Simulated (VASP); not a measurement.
Input of a VASP 6.6.1 run:

The input INCAR:

```
PREC = Accurate
ENCUT = 520
EDIFF = 1E-6
ISMEAR = 0
SIGMA = 0.1
LREAL = F
LASPH = T
NELM = 60
ALGO = Normal
ISIF = 2
LWAVE = F
LCHARG = F
GGA = PS
NBANDS = 46
```

File KPOINTS:

```
Automatic mesh
0
Gamma
  4 4 4
```

POSCAR

```
ZnCu2SnSe4
1.0
   -2.8856370000      2.8856370000      5.7398310000
    2.8856370000     -2.8856370000      5.7398310000
    2.8856370000      2.8856370000     -5.7398310000
Zn Cu Sn Se
1 2 1 4
Direct
    0.7500000000      0.2500000000      0.5000000000
    0.2500000000      0.7500000000      0.5000000000
    0.0000000000      0.0000000000      0.0000000000
    0.5000000000      0.5000000000      0.0000000000
    0.6297540000      0.6365340000      0.5262470000
    0.1102870000      0.1035070000      0.4737530000
    0.8964930000      0.3702460000      0.0067800000
    0.3634660000      0.8897130000      0.9932200000
```

Potentials or basis: VASP PAW PBE potentials, release 64 (Zn, Cu, Sn_d, Se).

The run is started by

```console
$ cat potpaw_PBE.64/Zn/POTCAR potpaw_PBE.64/Cu/POTCAR potpaw_PBE.64/Sn_d/POTCAR potpaw_PBE.64/Se/POTCAR > POTCAR
$ mpirun -np 1 vasp_std > vasp.out
```

Question: What does it give for the largest force?

Answer: 0.134 eV/Å.

Question: Predict the pressure.

Answer: -2.9 GPa.

Question: Predict the band gap on the k mesh.

Answer: 0.05 eV, direct.

Stress tensor (GPa, compression positive):
```
-2.89  0.00  0.00
 0.00 -2.89  0.00
 0.00  0.00 -2.77
```

Caveat: the PAW data sets were made with another functional, which shifts forces and pressure a little; spin-orbit coupling is left out, which moves the levels of the heavy elements. A k mesh can miss the band edges.
